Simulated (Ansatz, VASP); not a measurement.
## TiC in VASP and in Ansatz

INCAR

```
  PREC = Accurate
  ENCUT = 520
  EDIFF = 1E-6
  ISMEAR = 0
  SIGMA = 0.15
  LREAL = F
  LASPH = T
  NELM = 80
  ALGO = Normal
  ISIF = 2
  LWAVE = F
  LCHARG = F
  GGA = PS
  NBANDS = 15
```

KPOINTS

```
regular mesh
0
Gamma
  24 24 24
```

Contents of POSCAR:

```
TiC
1.0
    0.0000000000      2.1466854843      2.1466854843
    2.1466854843      0.0000000000      2.1466854843
    2.1466854843      2.1466854843      0.0000000000
Ti C
1 1
Direct
    0.0000000000     -0.0465834426      0.0000000000
    0.5000000000      0.5000000000      0.5000000000
```

Input for Ansatz:

```yaml
crystal:
  lattice:
    - [0.0, 2.1466854843, 2.1466854843]
    - [2.1466854843, 0.0, 2.1466854843]
    - [2.1466854843, 2.1466854843, 0.0]
  atoms:
    - { symbol: Ti, position: [0.0, -0.0465834426, 0.0] }
    - { symbol: C, position: [0.5, 0.5, 0.5] }
basis:
  ecutwfc: 420
kpoints:
  mp_grid: { grid: [24, 24, 24] }
hamiltonian:
  xc: pbesol
scf:
  occupations: { method: gaussian, width: 0.15 }
output:
  forces: true
  stress: true
  eigenvalues: true
  write_density: true
  write_potential: true
  elf: true
  volumetric_format: npy
```

Alike in both runs: task single point; functional PBEsol; k mesh 24 × 24 × 24; occupations gaussian, width 0.15 eV; no spin polarisation.

|  | VASP | Ansatz |
| --- | --- | --- |
| version | VASP 6.6.1 | Ansatz 0.2.0 |
| potentials or method | VASP PAW PBE potentials, release 64 (Ti_sv, C), cutoff 520 eV | scalar-relativistic, plane waves, PAW |
| valence electrons in the cell | 16 | 16 |

```tsv
	VASP	Ansatz	Ansatz less VASP
gap on the k mesh at the Fermi level (eV)	none	none	-
pressure (GPa)	2.8	2.5	-0.27
traceless stress, the component that is largest in VASP (GPa)	-2.16	-2.14	+0.018
rms of the force components (eV/Å)	0.783	0.781	-0.0017
```

VASP's potentials were made for PBE, not for PBEsol. Atom by atom the forces differ by 0.002 eV/Å (rms over components). A gap of «none» marks a metal or a gap that the smearing closes.
